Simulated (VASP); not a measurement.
Write the native input for VASP 6.6.1 that does the following.

```
Task                   : single point
Functional             : PBE
Potentials or basis    : VASP PAW PBE potentials, release 64 (Ti_sv, H)
Cutoff                 : 520 eV
k mesh                 : 9 × 9 × 1
Occupations            : gaussian, width 0.1 eV
Spin                   : no spin polarisation
Dipole correction      : yes
Further INCAR settings : ALGO = Normal; EDIFF = 1e-06; NBANDS = 26
```

The structure of Ti3H lies in POSCAR:

```
Ti3H
1.0
    2.9075446931      0.0000000000      0.0000000000
   -1.4537723466      2.5180075669      0.0000000000
    0.0000000000      0.0000000000     19.9935258482
Ti H
3 1
Direct
    0.6666666667      0.3333333333      0.2000647625
    0.3333333333      0.6666666667      0.3124429306
    0.0000000000      0.0000000000      0.4248138079
    0.0000000000      0.0000000000      0.5128096679
```

These files were run (other wordings do the same):

INCAR

```
PREC = Accurate
ENCUT = 520
EDIFF = 1E-6
ISMEAR = 0
SIGMA = 0.1
LREAL = F
LASPH = T
NELM = 60
ALGO = Normal
ISIF = 2
LWAVE = F
LCHARG = F
LDIPOL = T
IDIPOL = 3
DIPOL = 0.5 0.5 0.363
GGA = PE
NBANDS = 26
```

KPOINTS

```
Automatic mesh
0
Gamma
  9 9 1
```

Potentials or basis: VASP PAW PBE potentials, release 64 (Ti_sv, H).

Command:

```bash
$ cat potpaw_PBE.64/Ti_sv/POTCAR potpaw_PBE.64/H/POTCAR > POTCAR
$ mpirun -np 1 vasp_std > vasp.out
```

It gave:

```yaml
Largest_force: 0.851 eV/Å
```

Run time: 43 s on 1 thread of Intel(R) Xeon(R) 6975P-C (Granite Rapids) (shared host), peak memory 0.28 GiB.
